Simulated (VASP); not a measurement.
Here is a VASP 6.6.1 calculation.

File INCAR:

```
  ALGO = Normal
  EDIFF = 1E-7
  ENCUT = 520
  GGA = PE
  ISIF = 2
  ISMEAR = -1
  LASPH = True
  LCHARG = False
  LREAL = Auto
  LWAVE = False
  NBANDS = 48
  NELM = 60
  PREC = Accurate
  SIGMA = 0.05
```

KPOINTS

```
k-points
0
Gamma
  2 2 2
```

POSCAR

```
Si
1.0
    0.0000000000      5.4300000000      5.4300000000
    5.4300000000      0.0000000000      5.4300000000
    5.4300000000      5.4300000000      0.0000000000
Si
17
Direct
   -0.3312338858      0.2227808471     -0.0645488029
    0.0719337017      0.4013259669     -0.1788950276
   -0.1857550645      0.1083885820      0.6201012891
    0.1019613260     -0.2013167587      1.0768784530
   -0.1170441989      0.6448342541      0.0538213628
   -0.1889410681      0.8998802947      0.4340607735
    0.0655064457      0.2892081031      0.4546961326
    0.2573572744      0.7003959484      0.5016114180
    0.5159760589     -0.0809852670     -0.0108747698
    0.4992817680      0.0573296501      0.3084346225
    0.4953130755      0.2635451197      0.5200276243
    0.6080202578      0.5906721915      0.3903775322
    0.2567403315      0.9566666667     -0.2914548803
    0.3663075506      0.5373388582      0.2635635359
    0.3492633517      0.5444198895      0.8136464088
    0.8037937385      0.5050092081      0.6366114180
    1.1535543278      0.1328545120      0.1643093923
```

Potentials or basis: VASP PAW PBE potentials, release 64 (Si).

The run is started by

```sh
$ cat potpaw_PBE.64/Si/POTCAR > POTCAR
$ mpirun -np 1 vasp_std > vasp.out
```

Task: Estimate the band gap on the k mesh.

Result: Zero (bands 34 and 35 overlap by 0.26 eV).

Task: Estimate the largest force.

Result: 2.839 eV/Å.

Forces on the atoms (eV/Å):
```
Si  -0.058 -0.662 -0.319
Si   0.592  0.259  0.561
Si  -0.491  0.069 -0.782
Si   0.552 -0.223 -1.084
Si  -0.280 -0.080  0.506
Si  -0.431  0.290  0.348
Si  -2.779  0.481  0.325
Si   2.164 -1.553 -0.968
Si  -0.022  0.281  0.324
Si   0.037  0.097 -0.337
Si  -0.104  1.324 -1.533
Si  -0.673  1.473  1.484
Si  -0.380 -0.345  0.652
Si  -0.776 -1.661  0.400
Si   0.055  0.470 -0.158
Si   2.131 -0.356  0.690
Si   0.462  0.134 -0.109
```

Caveat: the k points lie up to 0.50 Å⁻¹ apart; the atoms stand as in a frame of molecular dynamics.
